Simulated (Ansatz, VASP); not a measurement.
# BiTe in VASP and in Ansatz

POSCAR

```
BiTe
1.0
    2.4909886969      1.4381729947      3.1379227438
   -2.4909886969      1.4381729947      3.1379227438
    0.0000000000     -2.8763459894      3.1379227438
Bi Te
1 1
Direct
    0.5000000000      0.5000000000      0.5000000000
    0.0000000000      0.0000000000      0.0000000000
```

The input INCAR.step1:

```
PREC = Accurate ; ENCUT = 520
ISMEAR = 0 ; SIGMA = 0.15
LREAL = False ; LASPH = True
NELM = 80 ; NBANDS = 18
GGA = PE ; ALGO = Normal
EDIFF = 1E-4 ; LWAVE = True
LCHARG = False
```

Contents of INCAR.step2:

```
PREC = Accurate ; ENCUT = 520
EDIFF = 1E-6 ; ISMEAR = 0
SIGMA = 0.15 ; LREAL = False
LASPH = True ; NELM = 80
ALGO = Normal ; ISIF = 2
LWAVE = False ; LCHARG = False
METAGGA = R2SCAN ; LMIXTAU = True
NBANDS = 18 ; ISTART = 1
```

File KPOINTS:

```
Automatic mesh
0
Gamma
  12 12 12
```

Input for Ansatz:

```yaml
crystal:
  lattice:
    - [2.4909886969, 1.4381729947, 3.1379227438]
    - [-2.4909886969, 1.4381729947, 3.1379227438]
    - [0.0, -2.8763459894, 3.1379227438]
  atoms:
    - { symbol: Bi, position: [0.5, 0.5, 0.5] }
    - { symbol: Te, position: [0.0, 0.0, 0.0] }
basis:
  ecutwfc: 500
kpoints:
  mp_grid: { grid: [12, 12, 12] }
hamiltonian:
  xc: r2scan
scf:
  occupations: { method: gaussian, width: 0.15 }
output:
  forces: true
  stress: true
  eigenvalues: true
```

Alike in both runs: task single point; functional r2SCAN; k mesh 12 × 12 × 12; occupations gaussian, width 0.15 eV; no spin polarisation.

```csv
,VASP,Ansatz
version,VASP 6.6.1,Ansatz 0.2.0
potentials or method,"VASP PAW PBE potentials, release 64 (Bi_d, Te), cutoff 520 eV","scalar-relativistic, plane waves, PAW"
valence electrons in the cell,21,31
```

VASP gave:

```
gap on the k mesh at the Fermi level (eV)                     : none
pressure (GPa)                                                : -1.7
traceless stress, the component that is largest in VASP (GPa) : 1.62
```

**Question.** What did Ansatz give for the same quantities?

**Answer.** gap on the k mesh at the Fermi level (eV): none; pressure (GPa): -1.6; traceless stress, the component that is largest in VASP (GPa): 1.62.

VASP's potentials were made for PBE, not for r2SCAN. A gap of «none» marks a metal or a gap that the smearing closes. With one functional, cell and mesh, what is left measures potentials, basis and numerics. VASP's potentials hold 21 valence electrons a cell and Ansatz's 31, so a difference there can come from the potentials and not from the codes.

Neither program's run includes spin-orbit coupling.
